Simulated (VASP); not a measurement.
A run of VASP 6.6.1 is set up as follows.

The input INCAR:

```
SYSTEM = Ga
PREC = Accurate
ENCUT = 520
EDIFF = 1E-6
ISMEAR = 0
SIGMA = 0.1
LREAL = .FALSE.
LASPH = .TRUE.
NELM = 60
ALGO = Fast
ISIF = 2
LWAVE = .FALSE.
LCHARG = .FALSE.
GGA = PS
NBANDS = 20
```

The input KPOINTS:

```
Automatic mesh
0
G
  16 16 14
  0 0 0
```

File POSCAR:

```
Ga
1.0
    1.3689902073     -3.9525606226      0.0000000000
    1.3689902073      3.9525606226      0.0000000000
    0.0000000000      0.0000000000      3.3137977957
Ga
2
Direct
    0.8661296379      0.1338703621      0.2500000000
    0.1338703621      0.8661296379      0.7500000000
```

Potentials or basis: VASP PAW PBE potentials, release 64 (Ga_d).

The run is started by

```console
$ cat potpaw_PBE.64/Ga_d/POTCAR > POTCAR
$ mpirun -np 1 vasp_std > vasp.out
```

Question: What does it give for the pressure?

Answer: 0.1 GPa.

Question: Predict the band gap on the k mesh.

Answer: Zero (bands 13 and 14 overlap by 8.65 eV).

Caveat: the PAW data sets were made with another functional, which shifts forces and pressure a little.
